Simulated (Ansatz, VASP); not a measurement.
# Si in VASP and in Ansatz

POSCAR

```
Si
1.0
    0.0000000000      2.7221188962      2.7221188962
    2.7221188962      0.0000000000      2.7221188962
    2.7221188962      2.7221188962      0.0000000000
Si
2
Direct
    0.0000000000      0.0000000000      0.0000000000
    0.2500000000      0.2500000000      0.2500000000
```

File INCAR.step1:

```
SYSTEM = Si
PREC = Accurate ; ENCUT = 520
EDIFF = 1E-5 ; ISMEAR = 0
SIGMA = 0.01 ; LREAL = .FALSE.
LASPH = .TRUE. ; NELM = 80
ALGO = Normal ; ISIF = 2
LWAVE = .TRUE. ; LCHARG = .FALSE.
NBANDS = 11 ; GGA = PE
```

The input INCAR.step2:

```
SYSTEM = Si
PREC = Accurate ; ENCUT = 520
EDIFF = 1E-7 ; ISMEAR = 0
SIGMA = 0.01 ; LREAL = .FALSE.
LASPH = .TRUE. ; NELM = 80
ALGO = Normal ; ISIF = 2
LWAVE = .FALSE. ; LCHARG = .FALSE.
GGA = PE ; LHFCALC = .TRUE.
AEXX = 0.4 ; HFSCREEN = 0.1
PRECFOCK = Normal ; NBANDS = 11
ISTART = 1
```

The input KPOINTS:

```
Automatic mesh
0
G
  4 4 4
  0 0 0
```

Input for Ansatz:

```yaml
crystal:
  lattice:
    - [0.0, 2.7221188962, 2.7221188962]
    - [2.7221188962, 0.0, 2.7221188962]
    - [2.7221188962, 2.7221188962, 0.0]
  atoms:
    - { symbol: Si, position: [0.0, 0.0, 0.0] }
    - { symbol: Si, position: [0.25, 0.25, 0.25] }
kpoints:
  mp_grid: { grid: [4, 4, 4] }
hamiltonian:
  xc: { exchange: pbe, correlation: pbe, exx: { coeff: 0.4, omega: 0.1 } }
scf:
  occupations: { method: fixed }
  n_extra_bands: 4
output:
  forces: true
  stress: true
  eigenvalues: true
```

Alike in both runs: task single point; functional PBE-based screened hybrid; k mesh 4 × 4 × 4; no spin polarisation.

|  | VASP | Ansatz |
| --- | --- | --- |
| version | VASP 6.6.1 | Ansatz 0.2.0 |
| potentials or method | VASP PAW PBE potentials, release 64 (Si) | plane waves |
| plane-wave cutoff (eV) | 520 | 420 |
| occupations | gaussian, width 0.01 eV | fixed |
| valence electrons in the cell | 8 | 8 |

```csv
,VASP,Ansatz,Ansatz less VASP
gap on the k mesh at the Fermi level (eV),2.27,2.21,-0.064
pressure (GPa),-1.5,-0.8,+0.69
```

VASP's potentials were made for PBE, not for PBE-based screened hybrid. Ansatz's warnings: stress exchange threshold loose, stress scf threshold loose.

The k mesh is coarse, so the values compare programs but aren't converged.
